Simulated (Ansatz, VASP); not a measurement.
# BaTiO3: VASP beside Ansatz

```
CELL_PARAMETERS angstrom
-3.99980 0.00000 0.00000
0.00000 0.00000 -4.01800
0.00000 -7.99960 0.00000
ATOMIC_POSITIONS crystal
Ba 0.00144 0.02304 0.50759
Ba 0.99856 0.97696 0.99241
Ti 0.48033 0.56319 0.23580
Ti 0.51967 0.47281 0.76420
O 0.49380 0.96597 0.25815
O 0.50620 0.00203 0.74185
O 0.50761 0.49933 0.50744
O 0.49239 0.47067 0.99256
O 0.01522 0.48841 0.27113
O 0.98478 0.48159 0.72887
```

Alike in both runs: task single point; functional PBE; k mesh 2 × 2 × 1; occupations fermi-dirac, width 0.05 eV; no spin polarisation.

|  | VASP | Ansatz |
| --- | --- | --- |
| version | VASP 6.6.1 | Ansatz 0.2.0 |
| potentials or method | VASP PAW PBE potentials, release 64 (Ba_sv, Ti_sv, O_h) | Ansatz PAW |
| plane-wave cutoff (eV) | 1340 | 420 |
| valence electrons in the cell | 80 | 80 |

|  | VASP | Ansatz | Ansatz less VASP |
| --- | --- | --- | --- |
| gap on the k mesh at the Fermi level (eV) | 1.01 | 1.05 | +0.040 |
| least direct gap on the mesh (eV) | 1.25 | 1.28 | +0.036 |
| pressure (GPa) | 13.0 | 11.3 | -1.74 |
| traceless stress, the component that is largest in VASP (GPa) | 6.75 | 6.59 | -0.155 |
| rms of the force components (eV/Å) | 1.716 | 1.685 | -0.0308 |

Atom by atom the forces differ by 0.045 eV/Å (rms over components). With one functional, cell and mesh, what is left measures potentials, basis and numerics.

The k mesh is coarse, so the values compare programs but aren't converged. Spin-orbit coupling is off throughout.
